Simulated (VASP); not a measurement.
Set up this calculation in VASP 6.6.1, as the native input.

- Task: relaxation of cell and atoms
- Functional: LDA
- Potentials or basis: VASP PAW LDA potentials, release 64 (Pt)
- Cutoff: 600 eV
- k mesh: 12 × 12 × 12
- Occupations: fermi-dirac, width 0.1 eV
- Spin: no spin polarisation
- Dipole correction: no
- Further INCAR settings: ALGO = Normal; EDIFF = 1e-06; IBRION = 2; EDIFFG = -0.01; NSW = 80; ISIF = 3

The structure of Pt lies in POSCAR:

```
Pt
1.0
    2.5356188197      0.0000000000      0.0000000000
    0.0000000000      2.5356188197      0.0000000000
    0.0000000000      0.0000000000      2.5356188197
Pt
1
Direct
    0.0000000000      0.0000000000      0.0000000000
```

This isn't the form of Pt at room conditions, which is fcc.

These files were run (other wordings do the same):

INCAR

```
ALGO = Normal
EDIFF = 1E-6
EDIFFG = -0.01
ENCUT = 600
GGA = CA
IBRION = 2
ISIF = 3
ISMEAR = -1
LASPH = True
LCHARG = False
LREAL = False
LWAVE = False
NELM = 100
NSW = 80
PREC = Accurate
SIGMA = 0.1
```

KPOINTS

```
k-points
0
Gamma
  12 12 12
```

Potentials or basis: VASP PAW LDA potentials, release 64 (Pt).

The run is started by

```console
$ cat potpaw_LDA.64/Pt/POTCAR > POTCAR
$ mpirun -np 1 vasp_std > vasp.out
```

It gave:

| Property | Result |
| --- | --- |
| Relaxed volume | 17.02 Å³/atom |
| Relaxed cell | a = 2.572 Å, b = 2.572 Å, c = 2.572 Å, α = 90.00°, β = 90.00°, γ = 90.00° |
| Space group after relaxing (to 0.1 Å) | Pm-3m (No. 221) |
| Energy gained by relaxing | 23.6 meV/atom |
| Ionic steps | 4 |
| Pressure after relaxing | 0.0 GPa |
| Band gap on the k mesh | zero (bands 5 and 6 overlap by 3.32 eV) |

Caveat: spin-orbit coupling is left out, which moves the levels of the heavy elements.

It took 30 s on 1 thread of Intel Xeon 8259CL, on a shared host, peak memory 0.14 GiB.
